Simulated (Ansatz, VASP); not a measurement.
HfN in VASP and in Ansatz

Contents of INCAR:

```
SYSTEM = HfN
PREC = Accurate
ENCUT = 520
EDIFF = 1E-8
ISMEAR = -1
SIGMA = 0.01
LREAL = .False.
LASPH = .True.
NELM = 120
ALGO = Normal
ISIF = 2
LWAVE = .False.
LCHARG = .False.
GGA = PS
LEFG = .True.
NBANDS = 14
GGA_COMPAT = .False.
```

The input KPOINTS:

```
regular mesh
0
Gamma
  10 10 10
  0 0 0
```

File POSCAR:

```
HfN
1.0
    0.0000000000      2.2514447596      2.2514447596
    2.2514447596      0.0000000000      2.2514447596
    2.2514447596      2.2514447596      0.0000000000
Hf N
1 1
Direct
    0.0000000000      0.0000000000      0.0000000000
    0.5000000000      0.5000000000      0.5000000000
```

Input for Ansatz:

```yaml
crystal:
  lattice:
    - [0.0, 2.2514447596, 2.2514447596]
    - [2.2514447596, 0.0, 2.2514447596]
    - [2.2514447596, 2.2514447596, 0.0]
  atoms:
    - { symbol: Hf, position: [0.0, 0.0, 0.0] }
    - { symbol: "N", position: [0.5, 0.5, 0.5] }
kpoints:
  mp_grid: { grid: [10, 10, 10] }
scf:
  occupations: { method: fermi_dirac, width: 0.01 }
hamiltonian:
  xc: pbesol
  pseudopotentials: { kind: all_electron, datasets: crystal }
output:
  forces: true
  stress: true
  eigenvalues: true
  efg: { contact_densities: true }
```

Change from the starting cell: volume scaled by 0.99, crystal datasets.

Alike in both runs: task electric field gradients; functional PBEsol; k mesh 10 × 10 × 10; occupations fermi-dirac, width 0.01 eV; no spin polarisation.

```csv
,VASP,Ansatz
version,VASP 6.6.1,Ansatz 0.2.0
potentials or method,"VASP PAW PBE potentials, release 64 (Hf_pv, N), cutoff 520 eV","all-electron PAW with datasets made for the crystal, scalar-relativistic"
```

|  | VASP | Ansatz | Ansatz less VASP |
| --- | --- | --- | --- |
| pressure (GPa) | -2.4 | -0.2 | +2.22 |

VASP's potentials were made for PBE, not for PBEsol. Ansatz ran all-electron here, and VASP with PAW potentials.

Neither program's run includes spin-orbit coupling.
